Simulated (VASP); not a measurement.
ZnS:

```
Zn S
1.0
     3.81100    0.00000    0.00000
    -1.90550    3.30042    0.00000
     0.00000    0.00000    6.23400
Zn S
2 2
Direct
  0.33333 0.66667 0.00000
  0.66667 0.33333 0.50000
  0.33333 0.66667 0.38500
  0.66667 0.33333 0.88500
```

```yaml
Program: VASP 6.6.1
Task: relaxation of cell and atoms
Functional: PBE
Potentials_or_basis: VASP PAW PBE potentials, release 64 (Zn, S)
Cutoff: 600 eV
k_mesh: 9 × 9 × 6
Occupations: gaussian, width 0.02 eV
Spin: no spin polarisation
```

At the start: pressure 2.5 GPa; volume 19.60 Å³/atom.

Question: Where does the relaxation end?

Answer: Over 9 steps the energy falls by 9.8 meV/atom and the volume is 20.23 Å³/atom (+3.2 %); space group P6_3mc (No. 186, to 0.05 Å).

The path:
```csv
step,energy change (eV),largest force (eV/Å),pressure (GPa),volume (Å³)
1,0.0000,0.3226,2.49,78.41
2,-0.0315,0.0915,-0.81,81.92
3,-0.0329,0.1289,-0.26,81.30
4,-0.0329,0.1253,-0.34,81.36
5,-0.0361,0.0672,-0.14,81.10
6,-0.0376,0.0013,0.08,80.84
7,-0.0390,0.0133,0.02,80.88
8,-0.0391,0.0177,0.01,80.90
9,-0.0392,0.0044,0.00,80.92
```

Final structure:
```
Zn S
1.0
     3.84791    0.00000    0.00000
    -1.92396    3.33239    0.00000
     0.00000    0.00000    6.31040
Zn S
2 2
Direct
  0.33333 0.66667 0.00517
  0.66667 0.33333 0.50517
  0.33333 0.66667 0.37983
  0.66667 0.33333 0.87983
```
